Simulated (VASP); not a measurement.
# Si2WC3 (P6/mmm) in VASP: further runs

Runs on Si2WC3. Level: PBE. Tasks: single point.

All numbers are computed with VASP 6.6.1; they aren't measurements. Logs are shortened: lines on timing, memory, paths and dates and some standing lists are left out, and cuts for length are marked.

### Step 1. The cell of the first run

The structure is hexagonal, space group P6/mmm (No. 191). The conventional cell has a = 3.776 Å, b = 3.776 Å, c = 8.311 Å, α = 90.00°, β = 90.00°, γ = 120.00°. Si (site symmetry 6mm) has 1 C at 1.69 Å within 2.2 Å. W (site symmetry 6/mmm) has 6 C at 2.18 Å and 2 Si at 2.47 Å within 2.9 Å. C (site symmetry -6m2) has 3 W at 2.18 Å and 3 C at 2.18 Å within 2.9 Å. C (site symmetry 6/mmm) has 2 Si at 1.69 Å within 2.2 Å.

The cell was generated, and may not be a known phase.

### Step 2. Single point, PBE

Contents of INCAR:

```
SYSTEM = Si2WC3
PREC = Accurate ; ENCUT = 600
EDIFF = 1E-6 ; ISMEAR = 0
SIGMA = 0.2 ; LREAL = .FALSE.
LASPH = .TRUE. ; NELM = 120
ALGO = Normal ; ISIF = 2
LWAVE = .FALSE. ; LCHARG = .FALSE.
GGA = PE ; NBANDS = 26
GGA_COMPAT = .FALSE.
```

Contents of KPOINTS:

```
Automatic mesh
0
G
  5 5 2
  0 0 0
```

Contents of POSCAR:

```
Si2WC3
1.0
    3.7758650164      0.0000000029      0.0000000000
   -1.8879325107      3.2699950241      0.0000000000
    0.0000000000      0.0000000000      8.3109404934
Si W C
2 1 3
Direct
    0.0000000000      0.0000000000      0.2028089491
    0.0000000000      0.0000000000      0.7971910509
    0.0000000000      0.0000000000      0.5000000000
    0.3333333333      0.6666666667      0.5000000000
    0.6666666667      0.3333333333      0.5000000000
    0.0000000000      0.0000000000      0.0000000000
```

Potentials or basis: VASP PAW PBE potentials, release 64 (Si, W_sv, C).

On the command line:

```console
cat potpaw_PBE.64/Si/POTCAR potpaw_PBE.64/W_sv/POTCAR potpaw_PBE.64/C/POTCAR > POTCAR
mpirun -np 1 vasp_std > vasp.out
```

OUTCAR:

```text
SYSTEM = Si2WC3
   PREC = Accurate
   ENCUT = 600
   EDIFF = 1E-6
   ISMEAR = 0
   LREAL = .FALSE.
   LASPH = .TRUE.
   NELM = 120
   ISIF = 2
   GGA = PE

 ion  position               nearest neighbor table
   1  0.000  0.000  0.203-   6 1.69   3 2.47
   2  0.000  0.000  0.797-   6 1.69   3 2.47
   3  0.000  0.000  0.500-   4 2.18   5 2.18   5 2.18   4 2.18   5 2.18   4 2.18   1 2.47   2 2.47

   4  0.333  0.667  0.500-   3 2.18   3 2.18   3 2.18
   5  0.667  0.333  0.500-   3 2.18   3 2.18   3 2.18
   6  0.000  0.000  0.000-   1 1.69   2 1.69

  LATTYP: Found a hexagonal cell.
 ALAT       =     3.7758650164
 C/A-ratio  =     2.2010692801

  Lattice vectors:

 A1 = (   3.7758650164,   0.0000000029,   0.0000000000)
 A2 = (  -1.8879325107,   3.2699950241,   0.0000000000)
 A3 = (   0.0000000000,   0.0000000000,   8.3109404934)

Analysis of symmetry for initial positions (statically):
=====================================================================
 Subroutine PRICEL returns:
 Original cell was already a primitive cell.

 Routine SETGRP: Setting up the symmetry group for a
 hexagonal supercell.

 Subroutine GETGRP returns: Found 24 space group operations
 (whereof 24 operations were pure point group operations)
 out of a pool of 24 trial point group operations.

The static configuration has the point symmetry D_6h.

Analysis of symmetry for dynamics (positions and initial velocities):
=====================================================================
 Subroutine PRICEL returns:
 Original cell was already a primitive cell.

 Routine SETGRP: Setting up the symmetry group for a
 hexagonal supercell.

 Subroutine GETGRP returns: Found 24 space group operations
 (whereof 24 operations were pure point group operations)
 out of a pool of 24 trial point group operations.

The dynamic configuration has the point symmetry D_6h.

 Subroutine INISYM returns: Found 24 space group operations
 (whereof 24 operations are pure point group operations),
 and found     1 'primitive' translations

----------------------------------------------------------------------------------------

                                     Primitive cell

  volume of cell :     102.6157

  direct lattice vectors                    reciprocal lattice vectors
     3.775865016  0.000000003  0.000000000     0.264839976  0.152905432  0.000000000
    -1.887932511  3.269995024  0.000000000    -0.000000000  0.305810863  0.000000000
     0.000000000  0.000000000  8.310940493     0.000000000  0.000000000  0.120323326

  length of vectors
     3.775865016  3.775865016  8.310940493     0.305810863  0.305810863  0.120323326

  position of ions in fractional coordinates (direct lattice)
     0.000000000  0.000000000  0.202808949
     0.000000000  0.000000000  0.797191051
     0.000000000  0.000000000  0.500000000
     0.333333333  0.666666667  0.500000000
     0.666666667  0.333333333  0.500000000
     0.000000000  0.000000000  0.000000000

  ion indices of the primitive-cell ions
   primitive index   ion index
                 1           1
                 2           2
                 3           3
                 4           4
                 5           5
                 6           6

----------------------------------------------------------------------------------------

 KPOINTS: Automatic mesh

Automatic generation of k-mesh.
 Grid dimensions read from file:
 generate k-points for:    5    5    2

 Generating k-lattice:

  Cartesian coordinates                     Fractional coordinates (reciprocal lattice)
     0.052967995  0.030581086  0.000000000     0.200000000  0.000000000  0.000000000
    -0.000000000  0.061162173  0.000000000     0.000000000  0.200000000  0.000000000
     0.000000000  0.000000000  0.060161663     0.000000000  0.000000000  0.500000000

  Length of vectors
     0.061162173  0.061162173  0.060161663

  Shift w.r.t. Gamma in fractional coordinates (k-lattice)
     0.000000000  0.000000000  0.000000000

 Subroutine IBZKPT returns following result:
 ===========================================

 Found     10 irreducible k-points:

 Following reciprocal coordinates:
            Coordinates               Weight
  0.000000  0.000000  0.000000      1.000000
  0.200000  0.000000  0.000000      6.000000
  0.400000  0.000000  0.000000      6.000000
  0.200000  0.200000  0.000000      6.000000
  0.400000  0.200000  0.000000      6.000000
  0.000000  0.000000  0.500000      1.000000
  0.200000  0.000000  0.500000      6.000000
  0.400000  0.000000  0.500000      6.000000
  0.200000  0.200000  0.500000      6.000000
  0.400000  0.200000  0.500000      6.000000
   k-points           NKPTS =     10   k-points in BZ     NKDIM =     10   number of bands    NBANDS=     26
   number of dos      NEDOS =    301   number of ions     NIONS =      6
   total plane-waves  NPLWV =  63000
   dimension x,y,z NGX =    30 NGY =   30 NGZ =   70
   dimension x,y,z NGXF=    60 NGYF=   60 NGZF=  140
   ions per type =               2   1   3
   NGX,Y,Z   is equivalent  to a cutoff of  13.21, 13.21, 14.00 a.u.
   NGXF,Y,Z  is equivalent  to a cutoff of  26.42, 26.42, 28.00 a.u.
 SYSTEM =  Si2WC3
   PREC   = accura    normal or accurate (medium, high low for compatibility)
   ISTART =      0    job   : 0-new  1-cont  2-samecut
   ICHARG =      2    charge: 1-file 2-atom 10-const
   ISPIN  =      1    spin polarized calculation?
   LNONCOLLINEAR =      F non collinear calculations
   LSORBIT =      F    spin-orbit coupling
   LASPH  =      T    aspherical Exc in radial PAW
   ENCUT  =  600.0 eV  44.10 Ry    6.64 a.u.   7.54  7.54 16.60*2*pi/ulx,y,z
   NELM   =    120;   NELMIN=  2; NELMDL= -5     # of ELM steps
   EDIFF  = 0.1E-05   stopping-criterion for ELM
   LREAL  =      F    real-space projection
   EDIFFG = 0.1E-04   stopping-criterion for IOM
   NSW    =      0    number of steps for IOM
   IBRION =     -1    ionic relax: 0-MD 1-quasi-New 2-CG
   NFREE  =      0    steps in history (QN), initial steepest desc. (CG)
   ISIF   =      2    stress and relaxation
   ISYM   =      2    0-nonsym 1-usesym 2-fastsym
   POTIM  = 0.5000    time-step for ionic-motion
   TEBEG  =    0.0;   TEEND  =   0.0 temperature during run
   PSTRESS=    0.0 pullay stress
   NELECT =      34.0000    total number of electrons
   NUPDOWN=      -1.0000    fix difference up-down
   EMIN   =  10.00;   EMAX   =-10.00  energy-range for DOS
   EFERMI =   0.00;   METHOD = LEGACY
   ISMEAR =     0;   SIGMA  =   0.20  broadening in eV -4-tet -1-fermi 0-gaus
   EFERMI_NEDOS =   21; number of points for ismear=-14 and -15
   IALGO  =     38    algorithm
   IMIX   =      4    mixing-type and parameters
     AMIX     =   0.40;   BMIX     =  1.00
     AMIX_MAG =   1.60;   BMIX_MAG =  1.00
  volume/ion in A,a.u.               =      17.10       115.41
  Fermi-wavevector in a.u.,A,eV,Ry     =   1.132826  2.140731 17.460287  1.283295
  Thomas-Fermi vector in A             =   2.269528
   LORBIT       =      0    0 simple, 1 ext, 2 COOP (PROOUT), +10 PAW based schemes
   GGA     = PE    functional components
   LHFCALC =     F    Hartree Fock is set to
   AEXX    =    0.0000 exact exchange contribution
   IVDW    =     0    specifies the selected vdW correction
   LEPSILON=     F    determine dielectric tensor
   LRPA    =     F    only Hartree local field effects (RPA)
 non-spin polarized calculation
 Gauss-broadening in eV      SIGMA  =   0.20
  energy-cutoff  :      600.00
  volume of cell :      102.62
 maximum number of plane-waves:      3442
 NGX is ok and might be reduce to    30
   NGX = 15   NGY = 15   NGZ = 33

 number of electron      33.9999996 magnetization

 Free energy of the ion-electron system (eV)
  ---------------------------------------------------
  ext. energy  EPLUGINS =         0.00000000
  ---------------------------------------------------
  free energy    TOTEN  =       -40.69056897 eV

  energy without entropy =      -40.62839553  energy(sigma->0) =      -40.65948225

 E-fermi :   3.9477     XC(G=0):  -9.6158

 val. band max:        3.9079945949   @ k =   0.4000   0.0000   0.5000
 cond. band min:       3.9535852389   @ k =   0.2000   0.0000   0.0000
 fundamental gap:      0.0455906440
 Fermi energy:         3.9476940146

 k-point     1 :       0.0000    0.0000    0.0000
  band No.  band energies     occupation
      1     -69.6701      2.00000
      2     -34.0626      2.00000
      3     -33.9011      2.00000
      4     -33.9011      2.00000
      5      -9.8907      2.00000
      6      -7.6175      2.00000
[... 18 lines left out ...]
     25       9.6342      0.00000
     26       9.8013      0.00000

 k-point     2 :       0.2000    0.0000    0.0000
  band No.  band energies     occupation
      1     -69.6695      2.00000
      2     -34.0602      2.00000
      3     -33.9293      2.00000
      4     -33.9088      2.00000
      5      -9.2881      2.00000
      6      -7.4507      2.00000
[... 18 lines left out ...]
     25       9.1418      0.00000
     26      10.9642      0.00000

 k-point     3 :       0.4000    0.0000    0.0000
  band No.  band energies     occupation
      1     -69.6687      2.00000
      2     -34.0564      2.00000
      3     -33.9745      2.00000
      4     -33.9212      2.00000
      5      -7.7811      2.00000
      6      -7.1430      2.00000
[... 166 lines left out ...]
 k-point     9 :       0.2000    0.2000    0.5000
  band No.  band energies     occupation
      1     -69.6689      2.00000
      2     -34.0571      2.00000
      3     -33.9589      2.00000
      4     -33.9259      2.00000
      5      -8.1930      2.00000
      6      -7.2294      2.00000
[... 18 lines left out ...]
     25       9.1618      0.00000
     26      10.7509      0.00000

 k-point    10 :       0.4000    0.2000    0.5000
  band No.  band energies     occupation
      1     -69.6684      2.00000
      2     -34.0552      2.00000
      3     -33.9732      2.00000
      4     -33.9404      2.00000
      5      -7.0666      2.00000
      6      -6.6924      2.00000
[... 18 lines left out ...]
     25       8.6130      0.00000
     26       9.4868      0.00000

------------------------ aborting loop because EDIFF is reached ----------------------------------------

  FORCE on cell =-STRESS in cart. coord.  units (eV):
  Direction    XX          YY          ZZ          XY          YZ          ZX
  --------------------------------------------------------------------------------------
  -------------------------------------------------------------------------------------
  Total        0.2034731      0.2034731      0.0867345      0.0000000     -0.0000000      0.0000000
  in kB        3.1769031      3.1769031      1.3542186      0.0000000     -0.0000000      0.0000000
  external PRESSURE =       2.5693416 kB  Pullay stress =       0.0000000 kB

 VOLUME and BASIS-vectors are now :
 -----------------------------------------------------------------------------
  energy-cutoff  :      600.00
  volume of cell :      102.62
      direct lattice vectors                 reciprocal lattice vectors
     3.775865016  0.000000003  0.000000000     0.264839976  0.152905432  0.000000000
    -1.887932511  3.269995024  0.000000000    -0.000000000  0.305810863  0.000000000
     0.000000000  0.000000000  8.310940493     0.000000000  0.000000000  0.120323326

 POSITION                                       TOTAL-FORCE (eV/Angst)
 -----------------------------------------------------------------------------------
      0.00000      0.00000      1.68553        -0.000000     -0.000000      0.006562
      0.00000      0.00000      6.62541        -0.000000      0.000000     -0.006562
      0.00000      0.00000      4.15547        -0.000000      0.000000      0.000000
     -0.00000      2.18000      4.15547        -0.000000     -0.000000      0.000000
      1.88793      1.09000      4.15547         0.000000      0.000000     -0.000000
      0.00000      0.00000      0.00000        -0.000000      0.000000      0.000000
 -----------------------------------------------------------------------------------
    total drift:                                0.000000     -0.000000      0.000000

  FREE ENERGIE OF THE ION-ELECTRON SYSTEM (eV)
  ---------------------------------------------------
  free  energy   TOTEN  =       -40.6905689727 eV

  energy  without entropy=      -40.6283955279  energy(sigma->0) =      -40.65948225
```

It took 32 s on 1 thread of Intel Xeon Platinum 8375C at 2.90GHz (Ice Lake), shared host; peak memory 0.24 GiB.

Results:

| Property | Result |
| --- | --- |
| Free energy | -40.6906 eV |
| Pressure | 0.3 GPa |
| Largest force | 0.007 eV/Å |
| Band gap on the k mesh | zero (bands 17 and 18 overlap by 0.74 eV) |

Forces on the atoms (eV/Å):
```
Si   0.000  0.000  0.007
Si   0.000  0.000 -0.007
W    0.000  0.000  0.000
C    0.000  0.000  0.000
C    0.000  0.000  0.000
C    0.000  0.000  0.000
```

Levels at points of the mesh, in eV from the Fermi level:
```csv
k point,band 13,band 14,band 15,band 16,band 17,band 18,band 19,band 20,band 21,band 22
"(0.00, 0.00, 0.00)",-0.42,-0.42,-0.17,-0.17,-0.05,1.22,2.04,2.04,2.05,4.49
"(0.00, 0.00, 0.50)",-1.05,-0.70,-0.70,0.33,0.33,1.83,1.83,2.05,2.41,3.86
```

Caveat: the k points lie up to 0.38 Å⁻¹ apart, too coarse for converged energies and pressures of a metal; spin-orbit coupling is left out, which moves the levels of the heavy elements.

[end of part 1 of 2]

The gap in the log of VASP goes by the Fermi energy; the results here count the filled bands.